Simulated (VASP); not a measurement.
Set up this calculation in VASP 6.6.1, as the native input.

| Property | Result |
| --- | --- |
| Task | single point |
| Functional | r2SCAN |
| Potentials or basis | VASP PAW PBE potentials, release 64 (Sn_d, O_h) |
| Cutoff | 910 eV |
| k mesh | 4 × 4 × 3 |
| Occupations | fermi-dirac, width 0.05 eV |
| Spin | no spin polarisation |
| Dipole correction | no |
| Second run | hard_potentials |
| Further INCAR settings | ALGO = Normal; EDIFF = 1e-06; NBANDS = 28 |

The system is SnO.

```xyz
4
Lattice="3.8137 0.0000 0.0000 0.0000 3.8137 0.0000 0.0000 0.0000 4.8869" Properties=species:S:1:pos:R:3 pbc="T T T"
Sn    1.9068    0.0000    3.7367
Sn    0.0000    1.9068    1.1503
O     0.0000    0.0000    0.0000
O     1.9068    1.9068    0.0000
```

The input as run:

POSCAR

```
SnO
1.0
    3.8136952200      0.0000000000      0.0000000000
    0.0000000000      3.8136952200      0.0000000000
    0.0000000000      0.0000000000      4.8869133000
Sn O
2 2
Direct
    0.5000000000      0.0000000000      0.7646261400
    0.0000000000      0.5000000000      0.2353738600
    0.0000000000      0.0000000000      0.0000000000
    0.5000000000      0.5000000000      0.0000000000
```

INCAR.step1

```
SYSTEM = SnO
  ALGO = Normal
  EDIFF = 1E-5
  ENCUT = 910
  GGA = PE
  GGA_COMPAT = .FALSE.
  ISMEAR = -1
  LASPH = .TRUE.
  LCHARG = .FALSE.
  LREAL = .FALSE.
  LWAVE = .TRUE.
  NBANDS = 28
  NELM = 120
  PREC = Accurate
  SIGMA = 0.05
```

INCAR.step2

```
SYSTEM = SnO
  ALGO = Normal
  EDIFF = 1E-6
  ENCUT = 910
  GGA_COMPAT = .FALSE.
  ISIF = 2
  ISMEAR = -1
  ISTART = 1
  LASPH = .TRUE.
  LCHARG = .TRUE.
  LELF = .TRUE.
  LMIXTAU = .TRUE.
  LREAL = .FALSE.
  LVHAR = .TRUE.
  LWAVE = .FALSE.
  METAGGA = R2SCAN
  NBANDS = 28
  NELM = 120
  PREC = Accurate
  SIGMA = 0.05
```

KPOINTS

```
k-points
0
G
  4 4 3
  0 0 0
```

Potentials or basis: VASP PAW PBE potentials, release 64 (Sn_d, O_h).

The run is started by

```console
$ cat potpaw_PBE.64/Sn_d/POTCAR potpaw_PBE.64/O_h/POTCAR > POTCAR
$ cp INCAR.step1 INCAR
$ mpirun -np 1 vasp_std > vasp.out
$ cp INCAR.step2 INCAR
$ mpirun -np 1 vasp_std > vasp.out
```

Results of the run:

```yaml
Pressure: 0.0 GPa
Largest_force: 0.014 eV/Å
Band_gap_on_the_k_mesh: 0.29 eV, indirect (least direct gap 2.37 eV)
```

Caveat: the k points lie up to 0.43 Å⁻¹ apart; the cutoff is under 1.25 times the usual one of these potentials, so pressure, stress and relaxed cells hold a basis-set (Pulay) error; the PAW data sets were made with another functional, which shifts forces and pressure a little; spin-orbit coupling is left out, which moves the levels of the heavy elements.

It took 2.8 min on 1 thread of Intel(R) Xeon(R) Platinum 8488C (Sapphire Rapids) (shared host), peak memory 0.3 GiB.
